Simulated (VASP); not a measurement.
# GaN (P6_3mc) in VASP: further runs

The runs below take GaN through single point, with revPBE+D3(BJ), r2SCAN+D4.

Program: VASP 6.6.1. These are calculated values, not measurements. Logs are shortened: lines on timing, memory, paths and dates and some standing lists are left out, and cuts for length are marked.

## 1. The cell of the first run

Symmetry: P6_3mc, No. 186, hexagonal system. The conventional cell has a = 3.222 Å, b = 3.222 Å, c = 5.234 Å, α = 90.00°, β = 90.00°, γ = 120.00°. Within 2.6 Å of Ga (site symmetry 3m) lie 4 N at 1.96 to 1.97 Å. N (site symmetry 3m) has 4 Ga at 1.96 to 1.97 Å within 2.6 Å.

## 2. Single point, revPBE+D3(BJ)

File INCAR:

```
ALGO = Normal
EDIFF = 1E-6
ENCUT = 520
GGA = RE
ISIF = 2
ISMEAR = -1
IVDW = 12
LASPH = True
LCHARG = True
LELF = True
LREAL = False
LVHAR = True
LWAVE = False
NBANDS = 26
NELM = 100
PREC = Accurate
SIGMA = 0.05
```

File KPOINTS:

```
k-points
0
Gamma
  10 10 5
```

File POSCAR:

```
GaN
1.0
    3.2218469041      0.0000000000      0.0000000000
   -1.6109234521      2.7902012661      0.0000000000
    0.0000000000      0.0000000000      5.2339814801
Ga N
2 2
Direct
    0.6666666667      0.3333333333      0.5000000000
    0.3333333333      0.6666666667      0.0000000000
    0.6666666667      0.3333333333      0.8750000000
    0.3333333333      0.6666666667      0.3750000000
```

Potentials or basis: VASP PAW PBE potentials, release 64 (Ga_d, N).

The run is started by

```
cat potpaw_PBE.64/Ga_d/POTCAR potpaw_PBE.64/N/POTCAR > POTCAR
mpirun -np 1 vasp_std > vasp.out
```

OUTCAR:

```text
EDIFF = 1E-6
   ENCUT = 520
   GGA = RE
   ISIF = 2
   ISMEAR = -1
   IVDW = 12
   LASPH = True
   LREAL = False
   NELM = 100
   PREC = Accurate
 IVDW          = 12

 ion  position               nearest neighbor table
   1  0.667  0.333  0.500-   3 1.96   4 1.97   4 1.97   4 1.97
   2  0.333  0.667  0.000-   4 1.96   3 1.97   3 1.97   3 1.97
   3  0.667  0.333  0.875-   1 1.96   2 1.97   2 1.97   2 1.97
   4  0.333  0.667  0.375-   2 1.96   1 1.97   1 1.97   1 1.97

  LATTYP: Found a hexagonal cell.
 ALAT       =     3.2218469041
 C/A-ratio  =     1.6245283019

  Lattice vectors:

 A1 = (   3.2218469041,   0.0000000000,   0.0000000000)
 A2 = (  -1.6109234521,   2.7902012661,   0.0000000000)
 A3 = (   0.0000000000,   0.0000000000,   5.2339814801)

Analysis of symmetry for initial positions (statically):
=====================================================================
 Subroutine PRICEL returns:
 Original cell was already a primitive cell.

 Routine SETGRP: Setting up the symmetry group for a
 hexagonal supercell.

 Subroutine GETGRP returns: Found 12 space group operations
 (whereof  6 operations were pure point group operations)
 out of a pool of 24 trial point group operations.

The static configuration has the point symmetry C_3v.
 The point group associated with its full space group is C_6v.

Analysis of symmetry for dynamics (positions and initial velocities):
=====================================================================
 Subroutine PRICEL returns:
 Original cell was already a primitive cell.

 Routine SETGRP: Setting up the symmetry group for a
 hexagonal supercell.

 Subroutine GETGRP returns: Found 12 space group operations
 (whereof  6 operations were pure point group operations)
 out of a pool of 24 trial point group operations.

The dynamic configuration has the point symmetry C_3v.
 The point group associated with its full space group is C_6v.

 Subroutine INISYM returns: Found 12 space group operations
 (whereof  6 operations are pure point group operations),
 and found     1 'primitive' translations

----------------------------------------------------------------------------------------

                                     Primitive cell

  volume of cell :      47.0514

  direct lattice vectors                    reciprocal lattice vectors
     3.221846904  0.000000000  0.000000000     0.310380980  0.179198542  0.000000000
    -1.610923452  2.790201266  0.000000000     0.000000000  0.358397085  0.000000000
     0.000000000  0.000000000  5.233981480     0.000000000  0.000000000  0.191059140

  length of vectors
     3.221846904  3.221846904  5.233981480     0.358397085  0.358397085  0.191059140

  position of ions in fractional coordinates (direct lattice)
     0.666666667  0.333333333  0.500000000
     0.333333333  0.666666667  0.000000000
     0.666666667  0.333333333  0.875000000
     0.333333333  0.666666667  0.375000000

  ion indices of the primitive-cell ions
   primitive index   ion index
                 1           1
                 2           2
                 3           3
                 4           4

----------------------------------------------------------------------------------------

 KPOINTS: k-points

Automatic generation of k-mesh.
 Grid dimensions read from file:
 generate k-points for:   10   10    5

 Generating k-lattice:

  Cartesian coordinates                     Fractional coordinates (reciprocal lattice)
     0.031038098  0.017919854  0.000000000     0.100000000  0.000000000  0.000000000
     0.000000000  0.035839708  0.000000000     0.000000000  0.100000000  0.000000000
     0.000000000  0.000000000  0.038211828     0.000000000  0.000000000  0.200000000

  Length of vectors
     0.035839708  0.035839708  0.038211828

  Shift w.r.t. Gamma in fractional coordinates (k-lattice)
     0.000000000  0.000000000  0.000000000

 Subroutine IBZKPT returns following result:
 ===========================================

 Found     42 irreducible k-points:

 Following reciprocal coordinates:
            Coordinates               Weight
  0.000000  0.000000  0.000000      1.000000
  0.100000  0.000000  0.000000      6.000000
  0.200000  0.000000  0.000000      6.000000
  0.300000  0.000000  0.000000      6.000000
  0.400000  0.000000  0.000000      6.000000
  0.500000  0.000000  0.000000      3.000000
[... 16 lines left out ...]
  0.300000  0.100000  0.200000     24.000000
  0.400000  0.100000  0.200000     24.000000
 [... further k-points ...]
   k-points           NKPTS =     42   k-points in BZ     NKDIM =     42   number of bands    NBANDS=     26
   number of dos      NEDOS =    301   number of ions     NIONS =      4
   total plane-waves  NPLWV =  23040
   dimension x,y,z NGX =    24 NGY =   24 NGZ =   40
   dimension x,y,z NGXF=    48 NGYF=   48 NGZF=   80
   ions per type =               2   2
   NGX,Y,Z   is equivalent  to a cutoff of  12.38, 12.38, 12.71 a.u.
[... 64 lines left out ...]
 Fermi energy:         6.0329283353

 k-point     1 :       0.0000    0.0000    0.0000
  band No.  band energies     occupation
      1     -10.6569      2.00000
      2      -9.8309      2.00000
      3      -8.3222      2.00000
      4      -8.3033      2.00000
      5      -8.3033      2.00000
      6      -8.2464      2.00000
[... 18 lines left out ...]
     25      16.6380      0.00000
     26      16.6380      0.00000

 k-point     2 :       0.1000    0.0000    0.0000
  band No.  band energies     occupation
      1     -10.5669      2.00000
      2      -9.8097      2.00000
      3      -8.3107      2.00000
      4      -8.2906      2.00000
      5      -8.2718      2.00000
      6      -8.2356      2.00000
[... 18 lines left out ...]
     25      16.2355      0.00000
     26      16.8444      0.00000

 k-point     3 :       0.2000    0.0000    0.0000
  band No.  band energies     occupation
      1     -10.3358      2.00000
      2      -9.7624      2.00000
      3      -8.2817      2.00000
      4      -8.2630      2.00000
      5      -8.2132      2.00000
      6      -8.1828      2.00000
[... 18 lines left out ...]
     25      16.4519      0.00000
     26      17.3039      0.00000

 k-point     4 :       0.3000    0.0000    0.0000
  band No.  band energies     occupation
      1     -10.0757      2.00000
      2      -9.7198      2.00000
      3      -8.2595      2.00000
      4      -8.2431      2.00000
      5      -8.1737      2.00000
      6      -8.1270      2.00000
[... 18 lines left out ...]
     25      16.4945      0.00000
     26      17.9555      0.00000

 k-point     5 :       0.4000    0.0000    0.0000
  band No.  band energies     occupation
      1      -9.9026      2.00000
      2      -9.6974      2.00000
      3      -8.2551      2.00000
      4      -8.2382      2.00000
      5      -8.1567      2.00000
      6      -8.1069      2.00000
[... 18 lines left out ...]
     25      17.1048      0.00000
     26      18.2006      0.00000

 k-point     6 :       0.5000    0.0000    0.0000
  band No.  band energies     occupation
      1      -9.8473      2.00000
      2      -9.6916      2.00000
      3      -8.2573      2.00000
      4      -8.2383      2.00000
      5      -8.1513      2.00000
      6      -8.1091      2.00000
[... 427 lines left out ...]
 k-point    21 :       0.1000    0.1000    0.2000
  band No.  band energies     occupation
      1     -10.3149      2.00000
      2      -9.8004      2.00000
      3      -8.2828      2.00000
      4      -8.2673      2.00000
      5      -8.2267      2.00000
      6      -8.2188      2.00000
[... 18 lines left out ...]
     25      15.8384      0.00000
     26      16.9018      0.00000

 k-point    22 :       0.2000    0.1000    0.2000
  band No.  band energies     occupation
      1     -10.0916      2.00000
      2      -9.7454      2.00000
      3      -8.2578      2.00000
      4      -8.2465      2.00000
      5      -8.1987      2.00000
      6      -8.1717      2.00000
[... 18 lines left out ...]
     25      16.0780      0.00000
     26      17.4745      0.00000

 k-point    23 :       0.3000    0.1000    0.2000
  band No.  band energies     occupation
      1      -9.9047      2.00000
      2      -9.7070      2.00000
      3      -8.2503      2.00000
      4      -8.2355      2.00000
      5      -8.1744      2.00000
      6      -8.1216      2.00000
[... 18 lines left out ...]
     25      16.3732      0.00000
     26      17.8938      0.00000

 k-point    24 :       0.4000    0.1000    0.2000
  band No.  band energies     occupation
      1      -9.8117      2.00000
      2      -9.6915      2.00000
      3      -8.2566      2.00000
      4      -8.2295      2.00000
      5      -8.1644      2.00000
      6      -8.1140      2.00000
[... 18 lines left out ...]
     25      16.8894      0.00000
     26      18.2083      0.00000

 [... further k-points ...]

------------------------ aborting loop because EDIFF is reached ----------------------------------------

 Edisp (eV)   -1.90272

 E8    (eV) :    -1.2791

  FORCE on cell =-STRESS in cart. coord.  units (eV):
  Direction    XX          YY          ZZ          XY          YZ          ZX
  --------------------------------------------------------------------------------------
  -------------------------------------------------------------------------------------
  Total      -1.43567    -1.43567    -0.85613     0.00000     0.00000     0.00000
  in kB     -48.88694   -48.88694   -29.15273     0.00000     0.00000     0.00000
  external pressure =      -42.31 kB  Pullay stress =        0.00 kB

 VOLUME and BASIS-vectors are now :
 -----------------------------------------------------------------------------
  energy-cutoff  :      520.00
  volume of cell :       47.05
      direct lattice vectors                 reciprocal lattice vectors
     3.221846904  0.000000000  0.000000000     0.310380980  0.179198542  0.000000000
    -1.610923452  2.790201266  0.000000000     0.000000000  0.358397085  0.000000000
     0.000000000  0.000000000  5.233981480     0.000000000  0.000000000  0.191059140

 POSITION                                       TOTAL-FORCE (eV/Angst)
 -----------------------------------------------------------------------------------
      1.61092      0.93007      2.61699         0.000000      0.000000     -0.121705
     -0.00000      1.86013      0.00000        -0.000000     -0.000000     -0.121705
      1.61092      0.93007      4.57973         0.000000     -0.000000      0.121705
     -0.00000      1.86013      1.96274        -0.000000      0.000000      0.121705
 -----------------------------------------------------------------------------------
    total drift:                               -0.000001     -0.000001     -0.000856

  FREE ENERGIE OF THE ION-ELECTRON SYSTEM (eV)
  ---------------------------------------------------
  free  energy   TOTEN  =       -24.8393890791 eV

  energy  without entropy=      -24.8393890787  energy(sigma->0) =      -24.83938908
```

It took 21 s on 1 thread of Intel Xeon 6975P-C (Granite Rapids), shared host; peak memory 0.19 GiB.

Results:

```yaml
Free_energy: -24.8394 eV
Pressure: -4.2 GPa
Largest_force: 0.122 eV/Å
Band_gap_on_the_k_mesh: 1.75 eV, direct
Dispersion_energy_per_atom: -0.476 eV
```

Forces on the atoms (eV/Å):
```
Ga   0.000  0.000 -0.122
Ga   0.000  0.000 -0.122
N    0.000  0.000  0.122
N    0.000  0.000  0.122
```

Stress tensor (GPa, compression positive):
```
-4.89  0.00  0.00
 0.00 -4.89  0.00
 0.00  0.00 -2.92
```

Caveat: the PAW data sets were made with another functional, which shifts forces and pressure a little. A hybrid or GW would open this gap; revPBE tends to underestimate it.

## 3. Single point, revPBE+D3(BJ)

This run uses another cell than the first one, of 11.99 Å³/atom, 1.019 times its volume.

File INCAR:

```
SYSTEM = GaN
PREC = Accurate ; ENCUT = 520
EDIFF = 1E-6 ; ISMEAR = -1
SIGMA = 0.05 ; LREAL = .FALSE.
LASPH = .TRUE. ; NELM = 60
ALGO = Normal ; ISIF = 2
LWAVE = .FALSE. ; LCHARG = .FALSE.
GGA = RE ; IVDW = 12
NBANDS = 26
```

File KPOINTS:

```
regular mesh
0
G
  10 10 5
  0 0 0
```

File POSCAR:

```
GaN
1.0
    3.2423687753      0.0000000000      0.0000000000
   -1.6211843877      2.8079737278      0.0000000000
    0.0000000000      0.0000000000      5.2673198406
Ga N
2 2
Direct
    0.6666666667      0.3333333333      0.5000000000
    0.3333333333      0.6666666667      0.0000000000
    0.6666666667      0.3333333333      0.8750000000
    0.3333333333      0.6666666667      0.3750000000
```

Potentials or basis: VASP PAW PBE potentials, release 64 (Ga_d, N).

The run is started by

```
cat potpaw_PBE.64/Ga_d/POTCAR potpaw_PBE.64/N/POTCAR > POTCAR
mpirun -np 1 vasp_std > vasp.out
```

Wall time 16 s (1 thread of Intel Xeon 6975P-C (Granite Rapids), shared host); peak memory 0.19 GiB.

The run converged. Its results:

| Property | Result |
| --- | --- |
| Free energy | -24.8077 eV |
| Pressure | -7.0 GPa |
| Largest force | 0.116 eV/Å |
| Band gap on the k mesh | 1.62 eV, direct |
| Dispersion energy per atom | -0.466 eV |

Forces on the atoms (eV/Å):
```
Ga   0.000  0.000 -0.116
Ga   0.000  0.000 -0.116
N    0.000  0.000  0.116
N    0.000  0.000  0.116
```

Stress tensor (GPa, compression positive):
```
-7.65  0.00  0.00
 0.00 -7.65  0.00
 0.00  0.00 -5.82
```

Levels at points of the mesh, in eV from the valence-band top:
| k point | band 16 | band 17 | band 18 | band 19 | band 20 | band 21 |
| --- | --- | --- | --- | --- | --- | --- |
| (0.00, 0.00, 0.00) | -0.06 | 0.00 | 0.00 | 1.62 | 3.98 | 9.00 |
| (0.50, 0.00, 0.00) | -2.58 | -2.09 | -0.92 | 4.96 | 5.29 | 5.99 |

Caveat: the PAW data sets were made with another functional, which shifts forces and pressure a little. A hybrid or GW would open this gap; revPBE tends to underestimate it.

## 4. Single point, r2SCAN+D4

This run uses another cell than the first one, of 10.63 Å³/atom, 0.904 times its volume.

File POSCAR:

```
GaN
1.0
    3.1150838257      0.0000000000      0.0000000000
   -1.5575419129      2.6977417280      0.0000000000
    0.0000000000      0.0000000000      5.0605418376
Ga N
2 2
Direct
    0.6666666667      0.3333333333      0.5000000000
    0.3333333333      0.6666666667      0.0000000000
    0.6666666667      0.3333333333      0.8750000000
    0.3333333333      0.6666666667      0.3750000000
```

File INCAR.step1:

```
PREC = Accurate ; ENCUT = 520
ISMEAR = -1 ; SIGMA = 0.05
LREAL = False ; LASPH = True
NELM = 80 ; NBANDS = 26
GGA = PE ; ALGO = Normal
EDIFF = 1E-4 ; LWAVE = True
LCHARG = False
```

File INCAR.step2:

```
PREC = Accurate ; ENCUT = 520
EDIFF = 1E-7 ; ISMEAR = -1
SIGMA = 0.05 ; LREAL = False
LASPH = True ; NELM = 80
ALGO = Normal ; ISIF = 2
LWAVE = False ; LCHARG = False
METAGGA = R2SCAN ; LMIXTAU = True
IVDW = 13 ; VDW_S6 = 1.0
VDW_S8 = 0.6018749 ; VDW_A1 = 0.51559235
VDW_A2 = 5.77342911 ; NBANDS = 26
ISTART = 1
```

File KPOINTS:

```
regular mesh
0
Gamma
  10 10 5
```

The run is started by

```
cat potpaw_PBE.64/Ga_d/POTCAR potpaw_PBE.64/N/POTCAR > POTCAR
cp INCAR.step1 INCAR
mpirun -np 1 vasp_std > vasp.out
cp INCAR.step2 INCAR
mpirun -np 1 vasp_std > vasp.out
```

It took 77 s on 1 thread of Intel Xeon 6975P-C (Granite Rapids), shared host; peak memory 0.19 GiB.

It converged, with:

```
Free energy                : -44.2863 eV
Pressure                   : 14.4 GPa
Largest force              : 0.164 eV/Å
Band gap on the k mesh     : 2.81 eV, direct
Dispersion energy per atom : -0.156 eV
```

Forces in eV/Å, atoms in the order of the input:
```
Ga   0.000  0.000 -0.164
Ga   0.000  0.000 -0.164
N    0.000  0.000  0.164
N    0.000  0.000  0.164
```

Stress tensor (GPa, compression positive):
```
13.52  0.00  0.00
 0.00 13.52  0.00
 0.00  0.00 16.09
```

Levels at points of the mesh, in eV from the valence-band top:
```tsv
k point	band 14	band 15	band 16	band 17	band 18	band 19	band 20	band 21	band 22	band 23
(0.00, 0.00, 0.00)	-1.18	-1.18	-0.06	0.00	0.00	2.81	5.26	10.38	10.97	10.97
(0.50, 0.00, 0.00)	-5.63	-4.65	-3.10	-2.48	-1.10	5.77	6.45	6.83	9.95	11.36
```

Caveat: the PAW data sets were made with another functional, which shifts forces and pressure a little.

## 5. Single point, r2SCAN+D4

This run uses another cell than the first one, of 10.86 Å³/atom, 0.923 times its volume.

File POSCAR:

```
GaN
1.0
    3.1370217585      0.0000000000      0.0000000000
   -1.5685108793      2.7167405351      0.0000000000
    0.0000000000      0.0000000000      5.0961806304
Ga N
2 2
Direct
    0.6666666667      0.3333333333      0.5000000000
    0.3333333333      0.6666666667      0.0000000000
    0.6666666667      0.3333333333      0.8750000000
    0.3333333333      0.6666666667      0.3750000000
```

File INCAR.step1:

```
ALGO = Normal
EDIFF = 1E-4
ENCUT = 520
GGA = PE
ISMEAR = -1
LASPH = True
LCHARG = False
LREAL = False
LWAVE = True
NBANDS = 26
NELM = 60
PREC = Accurate
SIGMA = 0.05
```

File INCAR.step2:

```
ALGO = Normal
EDIFF = 1E-6
ENCUT = 520
ISIF = 2
ISMEAR = -1
ISTART = 1
IVDW = 13
LASPH = True
LCHARG = False
LMIXTAU = True
LREAL = False
LWAVE = False
METAGGA = R2SCAN
NBANDS = 26
NELM = 60
PREC = Accurate
SIGMA = 0.05
VDW_A1 = 0.51559235
VDW_A2 = 5.77342911
VDW_S6 = 1.0
VDW_S8 = 0.6018749
```

File KPOINTS:

```
k-points
0
Gamma
  10 10 5
```

The run is started by

```
cat potpaw_PBE.64/Ga_d/POTCAR potpaw_PBE.64/N/POTCAR > POTCAR
cp INCAR.step1 INCAR
mpirun -np 1 vasp_std > vasp.out
cp INCAR.step2 INCAR
mpirun -np 1 vasp_std > vasp.out
```

Run time: 61 s. Hardware: 1 thread of Intel Xeon 6975P-C (Granite Rapids), shared host; peak memory 0.19 GiB.

It converged, with:

| Property | Result |
| --- | --- |
| Free energy | -44.3533 eV |
| Pressure | 9.1 GPa |
| Largest force | 0.155 eV/Å |
| Band gap on the k mesh | 2.66 eV, direct |
| Dispersion energy per atom | -0.153 eV |

Forces in eV/Å, atoms in the order of the input:
```
Ga   0.000  0.000 -0.155
Ga   0.000  0.000 -0.155
N    0.000  0.000  0.155
N    0.000  0.000  0.155
```

Stress tensor (GPa, compression positive):
```
 8.36  0.00  0.00
 0.00  8.36  0.00
 0.00  0.00 10.65
```

Levels at points of the mesh, in eV from the valence-band top:
```tsv
k point	band 14	band 15	band 16	band 17	band 18	band 19	band 20	band 21	band 22	band 23
(0.00, 0.00, 0.00)	-1.15	-1.15	-0.06	0.00	0.00	2.66	5.12	10.25	10.84	10.84
(0.50, 0.00, 0.00)	-5.54	-4.55	-3.02	-2.42	-1.07	5.70	6.36	6.72	9.76	11.25
```

Caveat: the PAW data sets were made with another functional, which shifts forces and pressure a little. r2SCAN opens gaps a little over a GGA but as a rule still falls short of measured ones.

## 6. Summary

```csv
level,cell,gap on the mesh (eV),pressure (GPa),largest force (eV/Å)
revPBE+D3(BJ),"a = 3.222, b = 3.222, c = 5.234 Å, angles 90.0, 90.0, 120.0°, 4 atoms",1.75,-4.2,0.12
revPBE+D3(BJ),"a = 3.242, b = 3.242, c = 5.267 Å, angles 90.0, 90.0, 120.0°, 4 atoms",1.62,-7.0,0.12
r2SCAN+D4,"a = 3.115, b = 3.115, c = 5.061 Å, angles 90.0, 90.0, 120.0°, 4 atoms",2.81,14.4,0.16
r2SCAN+D4,"a = 3.137, b = 3.137, c = 5.096 Å, angles 90.0, 90.0, 120.0°, 4 atoms",2.66,9.1,0.16
```

Alike in all rows: task single point; potentials or basis VASP PAW PBE potentials, release 64 (Ga_d, N); no spin polarisation; k mesh 10 × 10 × 5; cutoff (eV) 520; smearing fermi-dirac 0.05 eV.

Caveats: the PAW data sets were made with another functional, which shifts forces and pressure a little.

Absolute energies hang on the potentials; compare differences alone.
